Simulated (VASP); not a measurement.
# Mg12H (a cell with a defect) in VASP: notebook

Runs on Mg12H (a cell with a defect). Level: PBE. Tasks: single point.

Everything below comes from runs of VASP 6.6.1. Logs are shortened: lines on timing, memory, paths and dates and some standing lists are left out, and cuts for length are marked.

## Step 1: The cell of the first run

The cell holds a defect, 13 atoms: a = 6.420 Å, b = 9.630 Å, c = 5.213 Å, α = 90.00°, β = 90.00°, γ = 120.00°.

## Step 2: Single point, PBE

INCAR

```
SYSTEM = Mg12H
PREC = Accurate
ENCUT = 520
EDIFF = 1E-7
ISMEAR = 0
SIGMA = 0.15
LREAL = .FALSE.
LASPH = .TRUE.
NELM = 60
ALGO = Normal
ISIF = 2
LWAVE = .FALSE.
LCHARG = .FALSE.
GGA = PE
NBANDS = 24
```

KPOINTS

```
regular mesh
0
G
  4 3 4
  0 0 0
```

POSCAR

```
Mg12H
1.0
    6.4200000000      0.0000000000      0.0000000000
   -4.8150000000      8.3398250000      0.0000000000
    0.0000000000      0.0000000000      5.2130400000
Mg H
12 1
Direct
   -0.0005021546     -0.0005143993     -0.0002401670
    0.1618385129      0.2196984949      0.5005175483
   -0.0017413369      0.3316063586      0.0000646456
    0.1731272742      0.5478932711      0.4995229271
    0.0005215532      0.6662528290      0.0040406366
    0.1747948212      0.9020950679      0.4994920430
    0.5009634934      0.0000358521     -0.0006458803
    0.6689442916      0.2228679858      0.5000631110
    0.4980249456      0.3308708516     -0.0001851127
    0.6509205215      0.5493382655      0.4995171723
    0.5003058513      0.6665662649     -0.0008254301
    0.6676263210      0.8891173376      0.4993255375
    0.0026874797      0.6680281661      0.4750738533
```

Potentials or basis: VASP PAW PBE potentials, release 64 (Mg, H).

Run with:

```sh
> cat potpaw_PBE.64/Mg/POTCAR potpaw_PBE.64/H/POTCAR > POTCAR
> mpirun -np 1 vasp_std > vasp.out
```

OUTCAR:

```text
SYSTEM = Mg12H
   PREC = Accurate
   ENCUT = 520
   EDIFF = 1E-7
   ISMEAR = 0
   LREAL = .FALSE.
   LASPH = .TRUE.
   NELM = 60
   ISIF = 2
   GGA = PE

 ion  position               nearest neighbor table
   1  0.999  0.999  1.000-   6 3.16   6 3.16   2 3.19  12 3.19   2 3.19  12 3.20   9 3.20   3 3.20
                             7 3.20  11 3.21   5 3.21   7 3.22
   2  0.162  0.220  0.501-   6 3.10   4 3.12  10 3.16  12 3.18   8 3.18   1 3.19   3 3.19   1 3.19
                             3 3.19   9 3.20   9 3.21   8 3.24
   3  0.998  0.332  0.000-   4 3.17   4 3.17   8 3.19   8 3.19   2 3.19   7 3.19   2 3.19   1 3.20
                             9 3.21   9 3.21   5 3.22  11 3.22
   4  0.173  0.548  0.500-  13 1.95  10 3.06   2 3.12   3 3.17   3 3.17  11 3.18  11 3.18   8 3.18
                            12 3.23   5 3.23   5 3.27  10 3.36   6 3.41
   5  0.001  0.666  0.004-  11 3.21   1 3.21  11 3.21   7 3.21   3 3.22   9 3.23  10 3.23   4 3.23
                             6 3.25  10 3.27   4 3.27   6 3.28
   6  0.175  0.902  0.499-  13 1.96   2 3.10   8 3.13   1 3.16   1 3.16   7 3.18   7 3.18  12 3.20
                            12 3.23   5 3.25   5 3.28  10 3.38   4 3.41
   7  0.501  0.000  0.999-   6 3.18   6 3.18   3 3.19   9 3.20  12 3.20  12 3.20   8 3.20   1 3.20
                             8 3.20  11 3.21   5 3.21   1 3.22
   8  0.669  0.223  0.500-   6 3.13   2 3.18   4 3.18   3 3.19   3 3.19   9 3.20   9 3.20   7 3.20
                            10 3.20   7 3.20  12 3.21   2 3.24
   9  0.498  0.331  1.000-  10 3.18  10 3.18   7 3.20   1 3.20   8 3.20   8 3.20   2 3.20   3 3.21
                             2 3.21   3 3.21  11 3.23   5 3.23
  10  0.651  0.549  0.500-  13 1.96   4 3.06   2 3.16  11 3.18  11 3.18   9 3.18   9 3.18   8 3.20
                            12 3.22   5 3.23   5 3.27   4 3.36   6 3.38
  11  0.500  0.667  0.999-  10 3.18   4 3.18  10 3.18   4 3.18  12 3.20  12 3.20   1 3.21   5 3.21
                             7 3.21   5 3.21   3 3.22   9 3.23
  12  0.668  0.889  0.499-   2 3.18   1 3.19   6 3.20   1 3.20   7 3.20   7 3.20  11 3.20  11 3.20
                             8 3.21  10 3.22   6 3.23   4 3.23
  13  0.003  0.668  0.475-   4 1.95   6 1.96  10 1.96

  LATTYP: Found a simple monoclinic cell.
 ALAT       =     6.4200000000
 B/A-ratio  =     0.8120000000
 C/A-ratio  =     1.3228757108
 COS(beta)  =    -0.1889822286

  Lattice vectors:

 A1 = (   6.4200000000,   0.0000000000,   0.0000000000)
 A2 = (   0.0000000000,   0.0000000000,   5.2130400000)
 A3 = (  -1.6050000000,  -8.3398250000,   0.0000000000)

Analysis of symmetry for initial positions (statically):
=====================================================================
 Subroutine PRICEL returns:
 Original cell was already a primitive cell.

 Routine SETGRP: Setting up the symmetry group for a
 simple monoclinic supercell.

 Subroutine GETGRP returns: Found  1 space group operations
 (whereof  1 operations were pure point group operations)
 out of a pool of  4 trial point group operations.

The static configuration has the point symmetry C_1 .

Analysis of symmetry for dynamics (positions and initial velocities):
=====================================================================
 Subroutine PRICEL returns:
 Original cell was already a primitive cell.

 Routine SETGRP: Setting up the symmetry group for a
 simple monoclinic supercell.

 Subroutine GETGRP returns: Found  1 space group operations
 (whereof  1 operations were pure point group operations)
 out of a pool of  4 trial point group operations.

The dynamic configuration has the point symmetry C_1 .

 Subroutine INISYM returns: Found  1 space group operations
 (whereof  1 operations are pure point group operations),
 and found     1 'primitive' translations

----------------------------------------------------------------------------------------

                                     Primitive cell

  volume of cell :     279.1149

  direct lattice vectors                    reciprocal lattice vectors
     6.420000000  0.000000000  0.000000000     0.155763240  0.089929945  0.000000000
    -4.815000000  8.339825000  0.000000000     0.000000000  0.119906593  0.000000000
     0.000000000  0.000000000  5.213040000     0.000000000  0.000000000  0.191826650

  length of vectors
     6.420000000  9.630000313  5.213040000     0.179859895  0.119906593  0.191826650

  position of ions in fractional coordinates (direct lattice)
     0.999497845  0.999485601  0.999759833
     0.161838513  0.219698495  0.500517548
     0.998258663  0.331606359  0.000064646
     0.173127274  0.547893271  0.499522927
     0.000521553  0.666252829  0.004040637
     0.174794821  0.902095068  0.499492043
     0.500963493  0.000035852  0.999354120
     0.668944292  0.222867986  0.500063111
     0.498024946  0.330870852  0.999814887
     0.650920521  0.549338265  0.499517172
     0.500305851  0.666566265  0.999174570
     0.667626321  0.889117338  0.499325537
     0.002687480  0.668028166  0.475073853

  ion indices of the primitive-cell ions
   primitive index   ion index
                 1           1
                 2           2
                 3           3
                 4           4
                 5           5
                 6           6
                 7           7
                 8           8
                 9           9
                10          10
                11          11
                12          12
                13          13

----------------------------------------------------------------------------------------

 KPOINTS: regular mesh

Automatic generation of k-mesh.
 Grid dimensions read from file:
 generate k-points for:    4    3    4

 Generating k-lattice:

  Cartesian coordinates                     Fractional coordinates (reciprocal lattice)
     0.038940810  0.022482486  0.000000000     0.250000000  0.000000000  0.000000000
     0.000000000  0.039968864  0.000000000     0.000000000  0.333333333  0.000000000
     0.000000000  0.000000000  0.047956663     0.000000000  0.000000000  0.250000000

  Length of vectors
     0.044964974  0.039968864  0.047956663

  Shift w.r.t. Gamma in fractional coordinates (k-lattice)
     0.000000000  0.000000000  0.000000000

 Subroutine IBZKPT returns following result:
 ===========================================

 Found     26 irreducible k-points:

 Following reciprocal coordinates:
            Coordinates               Weight
  0.000000  0.000000  0.000000      1.000000
  0.250000  0.000000  0.000000      2.000000
  0.500000  0.000000  0.000000      1.000000
  0.000000  0.333333  0.000000      2.000000
  0.250000  0.333333  0.000000      2.000000
  0.500000  0.333333  0.000000      2.000000
[... 16 lines left out ...]
  0.000000  0.333333  0.500000      2.000000
  0.250000  0.333333  0.500000      2.000000
 [... further k-points ...]
   k-points           NKPTS =     26   k-points in BZ     NKDIM =     26   number of bands    NBANDS=     24
   number of dos      NEDOS =    301   number of ions     NIONS =     13
   total plane-waves  NPLWV = 138240
   dimension x,y,z NGX =    48 NGY =   72 NGZ =   40
   dimension x,y,z NGXF=    96 NGYF=  144 NGZF=   80
   ions per type =              12   1
   NGX,Y,Z   is equivalent  to a cutoff of  12.43, 12.43, 12.76 a.u.
   NGXF,Y,Z  is equivalent  to a cutoff of  24.86, 24.86, 25.51 a.u.
 SYSTEM =  Mg12H
   PREC   = accura    normal or accurate (medium, high low for compatibility)
   ISTART =      0    job   : 0-new  1-cont  2-samecut
   ICHARG =      2    charge: 1-file 2-atom 10-const
   ISPIN  =      1    spin polarized calculation?
   LNONCOLLINEAR =      F non collinear calculations
   LSORBIT =      F    spin-orbit coupling
   LASPH  =      T    aspherical Exc in radial PAW
   ENCUT  =  520.0 eV  38.22 Ry    6.18 a.u.  11.94 17.91  9.69*2*pi/ulx,y,z
   NELM   =     60;   NELMIN=  2; NELMDL= -5     # of ELM steps
   EDIFF  = 0.1E-06   stopping-criterion for ELM
   LREAL  =      F    real-space projection
   EDIFFG = 0.1E-05   stopping-criterion for IOM
   NSW    =      0    number of steps for IOM
   IBRION =     -1    ionic relax: 0-MD 1-quasi-New 2-CG
   NFREE  =      0    steps in history (QN), initial steepest desc. (CG)
   ISIF   =      2    stress and relaxation
   ISYM   =      2    0-nonsym 1-usesym 2-fastsym
   POTIM  = 0.5000    time-step for ionic-motion
   TEBEG  =    0.0;   TEEND  =   0.0 temperature during run
   PSTRESS=    0.0 pullay stress
   NELECT =      25.0000    total number of electrons
   NUPDOWN=      -1.0000    fix difference up-down
   EMIN   =  10.00;   EMAX   =-10.00  energy-range for DOS
   EFERMI =   0.00;   METHOD = LEGACY
   ISMEAR =     0;   SIGMA  =   0.15  broadening in eV -4-tet -1-fermi 0-gaus
   EFERMI_NEDOS =   21; number of points for ismear=-14 and -15
   IALGO  =     38    algorithm
   IMIX   =      4    mixing-type and parameters
     AMIX     =   0.40;   BMIX     =  1.00
     AMIX_MAG =   1.60;   BMIX_MAG =  1.00
  volume/ion in A,a.u.               =      21.47       144.89
  Fermi-wavevector in a.u.,A,eV,Ry     =   0.732477  1.384180  7.299827  0.536522
  Thomas-Fermi vector in A             =   1.824949
   LORBIT       =      0    0 simple, 1 ext, 2 COOP (PROOUT), +10 PAW based schemes
   GGA     = PE    functional components
   LHFCALC =     F    Hartree Fock is set to
   AEXX    =    0.0000 exact exchange contribution
   IVDW    =     0    specifies the selected vdW correction
   LEPSILON=     F    determine dielectric tensor
   LRPA    =     F    only Hartree local field effects (RPA)
 non-spin polarized calculation
 Gauss-broadening in eV      SIGMA  =   0.15
  energy-cutoff  :      520.00
  volume of cell :      279.11
 maximum number of plane-waves:      7534
   NGX = 23   NGY = 35   NGZ = 19

 number of electron      25.0000000 magnetization

 Free energy of the ion-electron system (eV)
  ---------------------------------------------------
  ext. energy  EPLUGINS =         0.00000000
  ---------------------------------------------------
  free energy    TOTEN  =       -21.27201285 eV

  energy without entropy =      -21.21036603  energy(sigma->0) =      -21.24118944

 E-fermi :   2.6867     XC(G=0):  -8.4983

 val. band max:        2.6773950263   @ k =  -0.2500   0.3333   0.5000
 cond. band min:       2.6920365085   @ k =   0.2500  -0.3333   0.2500
 fundamental gap:      0.0146414822
 Fermi energy:         2.6867233699

 k-point     1 :       0.0000    0.0000    0.0000
  band No.  band energies     occupation
      1      -4.7814      2.00000
      2      -3.0525      2.00000
      3      -2.1516      2.00000
      4      -1.2985      2.00000
      5      -0.5651      2.00000
      6      -0.0259      2.00000
[... 16 lines left out ...]
     23       5.5967      0.00000
     24       5.6841      0.00000

 k-point     2 :       0.2500    0.0000    0.0000
  band No.  band energies     occupation
      1      -4.5670      2.00000
      2      -3.1861      2.00000
      3      -2.2675      2.00000
      4      -1.7023      2.00000
      5      -1.2264      2.00000
      6       0.1436      2.00000
[... 16 lines left out ...]
     23       6.1049      0.00000
     24       6.4484      0.00000
[... 565 lines left out ...]
     23       6.8668      0.00000
     24       7.7150      0.00000

 k-point    24 :       0.2500    0.3333    0.5000
  band No.  band energies     occupation
      1      -3.8838      2.00000
      2      -2.1880      2.00000
      3      -2.1682      2.00000
      4      -2.0796      2.00000
      5      -1.2774      2.00000
      6      -0.7645      2.00000
[... 16 lines left out ...]
     23       6.8961      0.00000
     24       7.7905      0.00000

 [... further k-points ...]

------------------------ aborting loop because EDIFF is reached ----------------------------------------

  FORCE on cell =-STRESS in cart. coord.  units (eV):
  Direction    XX          YY          ZZ          XY          YZ          ZX
  --------------------------------------------------------------------------------------
  -------------------------------------------------------------------------------------
  Total       -0.8693262     -0.1320982      0.3695747     -0.6046556     -0.0490495     -0.0255669
  in kB       -4.9901127     -0.7582709      2.1214354     -3.4708485     -0.2815545     -0.1467591
  external PRESSURE =      -1.2089827 kB  Pullay stress =       0.0000000 kB

 VOLUME and BASIS-vectors are now :
 -----------------------------------------------------------------------------
  energy-cutoff  :      520.00
  volume of cell :      279.11
      direct lattice vectors                 reciprocal lattice vectors
     6.420000000  0.000000000  0.000000000     0.155763240  0.089929945  0.000000000
    -4.815000000  8.339825000  0.000000000     0.000000000  0.119906593  0.000000000
     0.000000000  0.000000000  5.213040000     0.000000000  0.000000000  0.191826650

 POSITION                                       TOTAL-FORCE (eV/Angst)
 -----------------------------------------------------------------------------------
      1.60425      8.33553      5.21179        -0.000320     -0.002993     -0.005734
     -0.01885      1.83225      2.60922        -0.000163     -0.000295     -0.000042
      4.81214      2.76554      0.00034         0.000308      0.001660     -0.005468
     -1.52663      4.56933      2.60403        -0.019019      0.003641      0.027091
     -3.20466      5.55643      0.02106         0.000005      0.003482      0.040305
     -3.22140      7.52331      2.60387         0.002371     -0.012854      0.026870
      3.21601      0.00030      5.20967        -0.000285     -0.003182     -0.006105
      3.22151      1.85868      2.60685        -0.000362      0.003671     -0.001723
      1.60418      2.75940      5.21208         0.000169      0.000741     -0.006060
      1.53385      4.58139      2.60400         0.019290      0.002784      0.027313
      0.00245      5.55905      5.20874         0.000279      0.003182     -0.006686
      0.00506      7.41508      2.60300        -0.002251     -0.002083     -0.003643
     -3.19930      5.57124      2.47658        -0.000023      0.002247     -0.086117
 -----------------------------------------------------------------------------------
    total drift:                                0.000014     -0.000008     -0.000095

  FREE ENERGIE OF THE ION-ELECTRON SYSTEM (eV)
  ---------------------------------------------------
  free  energy   TOTEN  =       -21.2720128477 eV

  energy  without entropy=      -21.2103660328  energy(sigma->0) =      -21.24118944
```

Run time: 4.7 min. Hardware: 1 thread of Oxide Virtual Turin-like, shared host; peak memory 0.38 GiB.

What came out:

| Item | Value |
| --- | --- |
| Free energy | -21.2720 eV |
| Pressure | -0.1 GPa |
| Largest force | 0.086 eV/Å |
| Band gap on the k mesh | zero (an odd number of electrons rules out a gap without spin polarisation) |

Forces on the atoms (eV/Å):
```
Mg   0.000 -0.003 -0.006
Mg   0.000  0.000  0.000
Mg   0.000  0.002 -0.005
Mg  -0.019  0.004  0.027
Mg   0.000  0.003  0.040
Mg   0.002 -0.013  0.027
Mg   0.000 -0.003 -0.006
Mg   0.000  0.004 -0.002
Mg   0.000  0.001 -0.006
Mg   0.019  0.003  0.027
Mg   0.000  0.003 -0.007
Mg  -0.002 -0.002 -0.004
H    0.000  0.002 -0.086
```

Levels at points of the mesh, in eV from the Fermi level:
```csv
k point,band 9,band 10,band 11,band 12,band 13,band 14,band 15,band 16
"(0.00, 0.00, 0.00)",-1.71,-0.77,-0.26,0.09,0.18,0.25,0.47,1.56
"(0.50, 0.00, 0.00)",-0.64,-0.61,-0.44,-0.20,-0.18,-0.14,0.06,0.25
"(0.00, 0.00, 0.50)",-1.92,-1.90,-1.46,-1.15,-0.64,-0.53,0.64,1.09
"(0.50, 0.00, 0.50)",-1.81,-0.89,-0.81,-0.79,0.35,0.70,0.81,0.82
```

## Step 3: Single point, PBE

INCAR

```
PREC = Accurate
ENCUT = 520
EDIFF = 1E-6
ISMEAR = 0
SIGMA = 0.15
LREAL = F
LASPH = T
NELM = 60
ALGO = Normal
ISIF = 2
LWAVE = F
LCHARG = F
GGA = PE
NBANDS = 24
```

KPOINTS

```
Automatic mesh
0
Gamma
  4 3 4
```

POSCAR

```
Mg12H
1.0
    6.4200000000      0.0000000000      0.0000000000
   -4.8150000000      8.3398250000      0.0000000000
    0.0000000000      0.0000000000      5.2130400000
Mg H
12 1
Direct
   -0.0004051691     -0.0004839430     -0.0024904854
    0.1620920677      0.2197672014      0.4984534935
   -0.0016154273      0.3316045600     -0.0020049721
    0.1728463528      0.5482559886      0.4998946872
    0.0005063140      0.6661693741      0.0087670534
    0.1744177961      0.9014253896      0.4995472891
    0.5010834589      0.0001291394     -0.0033433467
    0.6688514027      0.2228031164      0.4974793978
    0.4980214619      0.3308547841     -0.0026581419
    0.6518357602      0.5496906710      0.4998476896
    0.5003301370      0.6665529552     -0.0027013029
    0.6676396516      0.8890973132      0.4963434004
    0.0027362766      0.6680192930      0.4496334193
```

Potentials or basis: VASP PAW PBE potentials, release 64 (Mg, H).

Run with:

```sh
> cat potpaw_PBE.64/Mg/POTCAR potpaw_PBE.64/H/POTCAR > POTCAR
> mpirun -np 1 vasp_std > vasp.out
```

Run time: 4.3 min. Hardware: 1 thread of Oxide Virtual Turin-like, shared host; peak memory 0.39 GiB.

It converged, with:

```
Free energy            : -21.2896 eV
Pressure               : -0.1 GPa
Largest force          : 0.142 eV/Å
Band gap on the k mesh : zero (an odd number of electrons rules out a gap without spin polarisation)
```

Forces on the atoms (eV/Å):
```
Mg   0.000 -0.003 -0.001
Mg   0.000  0.000  0.004
Mg   0.000  0.002  0.000
Mg  -0.016  0.004  0.031
Mg   0.000  0.004  0.050
Mg   0.002 -0.012  0.029
Mg   0.000 -0.003 -0.001
Mg  -0.001  0.004  0.001
Mg   0.001  0.001 -0.001
Mg   0.016  0.003  0.032
Mg   0.000  0.002 -0.001
Mg  -0.002 -0.004 -0.001
H    0.000  0.002 -0.142
```

Stress tensor (GPa, compression positive):
```
-0.49 -0.35 -0.03
-0.35 -0.13 -0.06
-0.03 -0.06  0.23
```

Levels at points of the mesh, in eV from the Fermi level:
| k point | band 8 | band 9 | band 10 | band 11 | band 12 | band 13 | band 14 | band 15 | band 16 | band 17 |
| --- | --- | --- | --- | --- | --- | --- | --- | --- | --- | --- |
| (0.00, 0.00, 0.00) | -1.81 | -1.68 | -0.78 | -0.25 | 0.08 | 0.20 | 0.26 | 0.47 | 1.53 | 1.69 |
| (0.50, 0.00, 0.00) | -0.66 | -0.63 | -0.61 | -0.44 | -0.19 | -0.18 | -0.14 | 0.07 | 0.26 | 0.78 |
| (0.00, 0.00, 0.50) | -1.97 | -1.92 | -1.90 | -1.46 | -1.15 | -0.64 | -0.54 | 0.64 | 1.09 | 1.20 |
| (0.50, 0.00, 0.50) | -3.83 | -1.81 | -0.89 | -0.81 | -0.79 | 0.35 | 0.70 | 0.81 | 0.83 | 2.12 |

The gap in the log of VASP goes by the Fermi energy; the results here count the filled bands.